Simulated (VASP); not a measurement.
**SnTe: single point with PBE**

Crystal: SnTe.

```xyz
2
Lattice="0.0321 3.2051 3.2051 3.2372 0.0000 3.2372 3.2051 3.2051 0.0321" Properties=species:S:1:pos:R:3 pbc="T T T"
Sn    3.2372    3.2051    3.2372
Te    0.0000    0.0000    0.0000
```

```
Program             : VASP 6.6.1
Task                : single point
Functional          : PBE
Potentials or basis : VASP PAW PBE potentials, release 64 (Sn_d, Te)
Cutoff              : 520 eV
k mesh              : 10 × 10 × 10
Occupations         : gaussian, width 0.05 eV
Spin                : no spin polarisation
```

```json
{
 "Pressure": "-0.1 GPa",
 "Band gap on the k mesh": "zero (band 10 reaches 6.38 eV, above the bottom of band 11 at 6.32 eV)"
}
```

Stress tensor (GPa, compression positive):
```
-0.07  0.00 -0.29
 0.00 -0.09  0.00
-0.29  0.00 -0.07
```

Levels at points of the mesh, in eV from the Fermi level:
```csv
k point,band 8,band 9,band 10,band 11,band 12,band 13
"(0.00, 0.00, 0.00)",-2.11,-2.02,-1.93,3.19,3.22,3.26
"(0.50, 0.00, 0.00)",-1.75,-1.71,-0.08,-0.03,0.36,0.42
"(0.00, 0.50, 0.00)",-1.69,-1.64,0.03,0.07,0.45,0.50
"(0.50, 0.50, 0.00)",-5.24,-3.51,-3.51,2.36,4.65,4.66
"(0.50, 0.00, 0.50)",-5.24,-3.61,-3.42,2.36,4.63,4.70
```

It took 3 min on 1 thread of AMD EPYC 7R13 Processor (Zen 3), with other jobs on the host, peak memory 0.32 GiB.

Caveat: spin-orbit coupling is left out, which moves the levels of the heavy elements.
